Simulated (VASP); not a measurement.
# Br (Cmce) in VASP: a series of runs

Aim: see how the results for Br move with the level of theory and the settings. Levels: LDA, PBEsol. Tasks: single point.

All numbers are computed with VASP 6.6.1; they aren't measurements. Logs are shortened: lines on timing, memory, paths and dates and some standing lists are left out, and cuts for length are marked.

## Step 1: The cell of the first run

It takes space group Cmce (No. 64, orthorhombic). The conventional cell has a = 6.636 Å, b = 4.582 Å, c = 8.585 Å, α = 90.00°, β = 90.00°, γ = 90.00°. Br (site symmetry m) has 1 Br at 2.26 Å within 3.0 Å.

## Step 2: Single point, LDA (volume scaled by 0.96)

INCAR

```
SYSTEM = Br
PREC = Accurate ; ENCUT = 520
EDIFF = 1E-6 ; ISMEAR = -1
SIGMA = 0.05 ; LREAL = .False.
LASPH = .True. ; NELM = 60
ALGO = Normal ; ISIF = 2
LWAVE = .False. ; LCHARG = .False.
GGA = CA ; NBANDS = 22
```

KPOINTS

```
Automatic mesh
0
Gamma
  7 7 3
  0 0 0
```

POSCAR

```
Br
1.0
    3.3177951036     -2.2911603413      0.0000000000
    3.3177951036      2.2911603413      0.0000000000
    0.0000000000      0.0000000000      8.5846869338
Br
4
Direct
    0.3651000000      0.6349000000      0.3901000000
    0.1349000000      0.8651000000      0.8901000000
    0.6349000000      0.3651000000      0.6099000000
    0.8651000000      0.1349000000      0.1099000000
```

Potentials or basis: VASP PAW LDA potentials, release 64 (Br).

On the command line:

```
cat potpaw_LDA.64/Br/POTCAR > POTCAR
mpirun -np 1 vasp_std > vasp.out
```

OUTCAR:

```text
SYSTEM = Br
   PREC = Accurate
   ENCUT = 520
   EDIFF = 1E-6
   ISMEAR = -1
   LREAL = .False.
   LASPH = .True.
   NELM = 60
   ISIF = 2
   GGA = CA

 ion  position               nearest neighbor table
   1  0.365  0.635  0.390-   3 2.26
   2  0.135  0.865  0.890-   4 2.26
   3  0.635  0.365  0.610-   1 2.26
   4  0.865  0.135  0.110-   2 2.26

  LATTYP: Found a base centered orthorhombic cell.
 ALAT       =     4.5823206826
 B/A-ratio  =     1.4480850789
 C/A-ratio  =     1.8734365245

  Lattice vectors:

 A1 = (  -3.3177951036,  -2.2911603413,   0.0000000000)
 A2 = (   3.3177951036,  -2.2911603413,   0.0000000000)
 A3 = (   0.0000000000,   0.0000000000,   8.5846869338)

Analysis of symmetry for initial positions (statically):
=====================================================================
 Subroutine PRICEL returns:
 Original cell was already a primitive cell.

 Routine SETGRP: Setting up the symmetry group for a
 base centered orthorhombic supercell.

 Subroutine GETGRP returns: Found  8 space group operations
 (whereof  4 operations were pure point group operations)
 out of a pool of  8 trial point group operations.

The static configuration has the point symmetry C_2h.
 The point group associated with its full space group is D_2h.

Analysis of symmetry for dynamics (positions and initial velocities):
=====================================================================
 Subroutine PRICEL returns:
 Original cell was already a primitive cell.

 Routine SETGRP: Setting up the symmetry group for a
 base centered orthorhombic supercell.

 Subroutine GETGRP returns: Found  8 space group operations
 (whereof  4 operations were pure point group operations)
 out of a pool of  8 trial point group operations.

The dynamic configuration has the point symmetry C_2h.
 The point group associated with its full space group is D_2h.

 Subroutine INISYM returns: Found  8 space group operations
 (whereof  4 operations are pure point group operations),
 and found     1 'primitive' translations

----------------------------------------------------------------------------------------

                                     Primitive cell

  volume of cell :     130.5147

  direct lattice vectors                    reciprocal lattice vectors
     3.317795104 -2.291160341  0.000000000     0.150702495 -0.218230034  0.000000000
     3.317795104  2.291160341  0.000000000     0.150702495  0.218230034  0.000000000
     0.000000000  0.000000000  8.584686934     0.000000000  0.000000000  0.116486484

  length of vectors
     4.032019353  4.032019353  8.584686934     0.265208578  0.265208578  0.116486484

  position of ions in fractional coordinates (direct lattice)
     0.365100000  0.634900000  0.390100000
     0.134900000  0.865100000  0.890100000
     0.634900000  0.365100000  0.609900000
     0.865100000  0.134900000  0.109900000

  ion indices of the primitive-cell ions
   primitive index   ion index
                 1           1
                 2           2
                 3           3
                 4           4

----------------------------------------------------------------------------------------

 KPOINTS: Automatic mesh

Automatic generation of k-mesh.
 Grid dimensions read from file:
 generate k-points for:    7    7    3

 Generating k-lattice:

  Cartesian coordinates                     Fractional coordinates (reciprocal lattice)
     0.021528928 -0.031175719  0.000000000     0.142857143  0.000000000  0.000000000
     0.021528928  0.031175719  0.000000000     0.000000000  0.142857143  0.000000000
     0.000000000  0.000000000  0.038828828     0.000000000  0.000000000  0.333333333

  Length of vectors
     0.037886940  0.037886940  0.038828828

  Shift w.r.t. Gamma in fractional coordinates (k-lattice)
     0.000000000  0.000000000  0.000000000

 Subroutine IBZKPT returns following result:
 ===========================================

 Found     32 irreducible k-points:

 Following reciprocal coordinates:
            Coordinates               Weight
  0.000000  0.000000  0.000000      1.000000
  0.142857  0.000000  0.000000      4.000000
  0.285714  0.000000  0.000000      4.000000
  0.428571  0.000000  0.000000      4.000000
  0.142857  0.142857  0.000000      2.000000
  0.285714  0.142857  0.000000      4.000000
[... 16 lines left out ...]
  0.428571  0.142857  0.333333      8.000000
 -0.428571  0.142857  0.333333      8.000000
 [... further k-points ...]
   k-points           NKPTS =     32   k-points in BZ     NKDIM =     32   number of bands    NBANDS=     22
   number of dos      NEDOS =    301   number of ions     NIONS =      4
   total plane-waves  NPLWV =  57600
   dimension x,y,z NGX =    30 NGY =   30 NGZ =   64
   dimension x,y,z NGXF=    60 NGYF=   60 NGZF=  128
   ions per type =               4
   NGX,Y,Z   is equivalent  to a cutoff of  12.37, 12.37, 12.39 a.u.
   NGXF,Y,Z  is equivalent  to a cutoff of  24.74, 24.74, 24.79 a.u.
 SYSTEM =  Br
   PREC   = accura    normal or accurate (medium, high low for compatibility)
   ISTART =      0    job   : 0-new  1-cont  2-samecut
   ICHARG =      2    charge: 1-file 2-atom 10-const
   ISPIN  =      1    spin polarized calculation?
   LNONCOLLINEAR =      F non collinear calculations
   LSORBIT =      F    spin-orbit coupling
   LASPH  =      T    aspherical Exc in radial PAW
   ENCUT  =  520.0 eV  38.22 Ry    6.18 a.u.   7.50  7.50 15.96*2*pi/ulx,y,z
   NELM   =     60;   NELMIN=  2; NELMDL= -5     # of ELM steps
   EDIFF  = 0.1E-05   stopping-criterion for ELM
   LREAL  =      F    real-space projection
   EDIFFG = 0.1E-04   stopping-criterion for IOM
   NSW    =      0    number of steps for IOM
   IBRION =     -1    ionic relax: 0-MD 1-quasi-New 2-CG
   NFREE  =      0    steps in history (QN), initial steepest desc. (CG)
   ISIF   =      2    stress and relaxation
   ISYM   =      2    0-nonsym 1-usesym 2-fastsym
   POTIM  = 0.5000    time-step for ionic-motion
   TEBEG  =    0.0;   TEEND  =   0.0 temperature during run
   PSTRESS=    0.0 pullay stress
   NELECT =      28.0000    total number of electrons
   NUPDOWN=      -1.0000    fix difference up-down
   EMIN   =  10.00;   EMAX   =-10.00  energy-range for DOS
   EFERMI =   0.00;   METHOD = LEGACY
   ISMEAR =    -1;   SIGMA  =   0.05  broadening in eV -4-tet -1-fermi 0-gaus
   EFERMI_NEDOS =   21; number of points for ismear=-14 and -15
   IALGO  =     38    algorithm
   IMIX   =      4    mixing-type and parameters
     AMIX     =   0.40;   BMIX     =  1.00
     AMIX_MAG =   1.60;   BMIX_MAG =  1.00
  volume/ion in A,a.u.               =      32.63       220.19
  Fermi-wavevector in a.u.,A,eV,Ry     =   0.980034  1.851995 13.067934  0.960466
  Thomas-Fermi vector in A             =   2.110933
   LORBIT       =      0    0 simple, 1 ext, 2 COOP (PROOUT), +10 PAW based schemes
   GGA     = CA    functional components
   LHFCALC =     F    Hartree Fock is set to
   AEXX    =    0.0000 exact exchange contribution
   IVDW    =     0    specifies the selected vdW correction
   LEPSILON=     F    determine dielectric tensor
   LRPA    =     F    only Hartree local field effects (RPA)
 non-spin polarized calculation
  energy-cutoff  :      520.00
  volume of cell :      130.51
 maximum number of plane-waves:      3541
 NGX is ok and might be reduce to    30
   NGX = 15   NGY = 15   NGZ = 31

 number of electron      27.9999987 magnetization

 Free energy of the ion-electron system (eV)
  ---------------------------------------------------
  ext. energy  EPLUGINS =         0.00000000
  ---------------------------------------------------
  free energy    TOTEN  =        -8.09586493 eV

  energy without entropy =       -8.09586492  energy(sigma->0) =       -8.09586492

 E-fermi :   0.9062     XC(G=0):  -8.5037

 val. band max:       -0.0623097239   @ k =  -0.4286   0.4286   0.0000
 cond. band min:       1.8170091446   @ k =   0.1429   0.0000   0.0000
 fundamental gap:      1.8793188685
 Fermi energy:         0.9061667915

 k-point     1 :       0.0000    0.0000    0.0000
  band No.  band energies     occupation
      1     -16.2627      2.00000
      2     -15.9200      2.00000
      3     -13.2458      2.00000
      4     -12.4824      2.00000
      5      -5.2308      2.00000
      6      -4.1042      2.00000
[... 14 lines left out ...]
     21       8.7511      0.00000
     22       8.9417      0.00000

 k-point     2 :       0.1429    0.0000    0.0000
  band No.  band energies     occupation
      1     -16.2162      2.00000
      2     -15.9038      2.00000
      3     -13.2087      2.00000
      4     -12.5245      2.00000
      5      -5.2340      2.00000
      6      -4.2054      2.00000
[... 14 lines left out ...]
     21       8.5551      0.00000
     22       9.0089      0.00000

 k-point     3 :       0.2857    0.0000    0.0000
  band No.  band energies     occupation
      1     -16.0986      2.00000
      2     -15.8763      2.00000
      3     -13.1078      2.00000
      4     -12.6408      2.00000
      5      -5.2387      2.00000
      6      -4.5197      2.00000
[... 14 lines left out ...]
     21       8.8150      0.00000
     22       9.5469      0.00000

 k-point     4 :       0.4286    0.0000    0.0000
  band No.  band energies     occupation
      1     -15.9675      2.00000
      2     -15.8863      2.00000
      3     -12.9649      2.00000
      4     -12.8005      2.00000
      5      -5.1711      2.00000
      6      -4.9181      2.00000
[... 14 lines left out ...]
     21       9.2725      0.00000
     22      10.4717      0.00000

 k-point     5 :       0.1429    0.1429    0.0000
  band No.  band energies     occupation
      1     -16.2157      2.00000
      2     -15.8870      2.00000
      3     -13.2070      2.00000
      4     -12.4842      2.00000
      5      -5.1961      2.00000
      6      -4.1582      2.00000
[... 417 lines left out ...]
 k-point    22 :       0.2857    0.1429    0.3333
  band No.  band energies     occupation
      1     -16.0727      2.00000
      2     -15.9311      2.00000
      3     -12.9853      2.00000
      4     -12.6819      2.00000
      5      -4.9996      2.00000
      6      -4.5756      2.00000
[... 14 lines left out ...]
     21       8.8246      0.00000
     22       9.0613      0.00000

 k-point    23 :       0.4286    0.1429    0.3333
  band No.  band energies     occupation
      1     -15.9771      2.00000
      2     -15.8859      2.00000
      3     -12.9420      2.00000
      4     -12.7562      2.00000
      5      -5.0105      2.00000
      6      -4.7099      2.00000
[... 14 lines left out ...]
     21       8.6185      0.00000
     22       9.1692      0.00000

 k-point    24 :      -0.4286    0.1429    0.3333
  band No.  band energies     occupation
      1     -15.9151      2.00000
      2     -15.8962      2.00000
      3     -12.8923      2.00000
      4     -12.8573      2.00000
      5      -4.9288      2.00000
      6      -4.8760      2.00000
[... 14 lines left out ...]
     21       9.3437      0.00000
     22       9.5396      0.00000

 [... further k-points ...]
[... 5 lines left out ...]
  --------------------------------------------------------------------------------------
  -------------------------------------------------------------------------------------
  Total       -0.8013876     -0.6621309      1.4252144      0.0000000      0.0000000      0.0000000
  in kB       -9.8377032     -8.1282107     17.4956985      0.0000000      0.0000000      0.0000000
  external PRESSURE =      -0.1567384 kB  Pullay stress =       0.0000000 kB

 VOLUME and BASIS-vectors are now :
 -----------------------------------------------------------------------------
  energy-cutoff  :      520.00
  volume of cell :      130.51
      direct lattice vectors                 reciprocal lattice vectors
     3.317795104 -2.291160341  0.000000000     0.150702495 -0.218230034  0.000000000
     3.317795104  2.291160341  0.000000000     0.150702495  0.218230034  0.000000000
     0.000000000  0.000000000  8.584686934     0.000000000  0.000000000  0.116486484

 POSITION                                       TOTAL-FORCE (eV/Angst)
 -----------------------------------------------------------------------------------
      3.31780      0.61816      3.34889         0.000000      0.595450     -1.062663
      3.31780      1.67301      7.64123         0.000000     -0.595450     -1.062663
      3.31780     -0.61816      5.23580         0.000000     -0.595450      1.062663
      3.31780     -1.67301      0.94346         0.000000      0.595450      1.062663
 -----------------------------------------------------------------------------------
    total drift:                               -0.000000      0.000000     -0.000000

  FREE ENERGIE OF THE ION-ELECTRON SYSTEM (eV)
  ---------------------------------------------------
  free  energy   TOTEN  =        -8.0958649254 eV

  energy  without entropy=       -8.0958649212  energy(sigma->0) =       -8.09586492
```

Wall time 37 s (1 thread of Intel Xeon 6975P-C (Granite Rapids), shared host); peak memory 0.22 GiB.

What came out:

| Item | Value |
| --- | --- |
| Free energy | -8.0959 eV |
| Pressure | 0.0 GPa |
| Largest force | 1.218 eV/Å |
| Band gap on the k mesh | 1.88 eV, indirect (least direct gap 1.90 eV) |

Forces in eV/Å, atoms in the order of the input:
```
Br   0.000  0.595 -1.063
Br   0.000 -0.595 -1.063
Br   0.000 -0.595  1.063
Br   0.000  0.595  1.063
```

Levels at points of the mesh, in eV from the valence-band top:
| k point | band 11 | band 12 | band 13 | band 14 | band 15 | band 16 | band 17 | band 18 |
| --- | --- | --- | --- | --- | --- | --- | --- | --- |
| (0.00, 0.00, 0.00) | -1.03 | -0.39 | -0.07 | -0.01 | 1.89 | 2.69 | 5.61 | 6.27 |

Caveat: forces of over 1 eV/Å act on the atoms, so gaps and moduli don't describe the material at rest.

## Step 3: Single point, PBEsol (volume scaled by 0.96)

INCAR

```
SYSTEM = Br
ALGO = Normal
EDIFF = 1E-7
ENCUT = 520
GGA = PS
ISIF = 2
ISMEAR = -1
LASPH = .True.
LCHARG = .True.
LELF = .True.
LREAL = .False.
LVHAR = .True.
LWAVE = .False.
NBANDS = 22
NELM = 80
PREC = Accurate
SIGMA = 0.05
```

KPOINTS

```
k-points
0
Gamma
  7 7 3
  0 0 0
```

POSCAR is that of step 2.

Potentials or basis: VASP PAW PBE potentials, release 64 (Br).

On the command line:

```
cat potpaw_PBE.64/Br/POTCAR > POTCAR
mpirun -np 1 vasp_std > vasp.out
```

Run time: 45 s. Hardware: 1 thread of Intel Xeon 6975P-C (Granite Rapids), shared host; peak memory 0.24 GiB.

The run converged. Its results:

| Quantity | Value |
| --- | --- |
| Free energy | -7.1282 eV |
| Pressure | 1.4 GPa |
| Largest force | 1.250 eV/Å |
| Band gap on the k mesh | 1.97 eV, indirect (least direct gap 1.99 eV) |

Forces on the atoms (eV/Å):
```
Br   0.000  0.622 -1.084
Br   0.000 -0.622 -1.084
Br   0.000 -0.622  1.084
Br   0.000  0.622  1.084
```

Stress tensor (GPa, compression positive):
```
0.20 0.00 0.00
0.00 0.67 0.00
0.00 0.00 3.33
```

Levels at points of the mesh, in eV from the valence-band top:
```
           k point  band 10  band 11  band 12  band 13  band 14  band 15  band 16  band 17  band 18  band 19
(0.00, 0.00, 0.00)    -1.72    -1.00    -0.38    -0.07    -0.01     1.97     2.76     5.83     6.45     7.13
```

Caveat: the PAW data sets were made with another functional, which shifts forces and pressure a little. A k mesh can miss the band edges.

(Continued in part 2 of 2.)
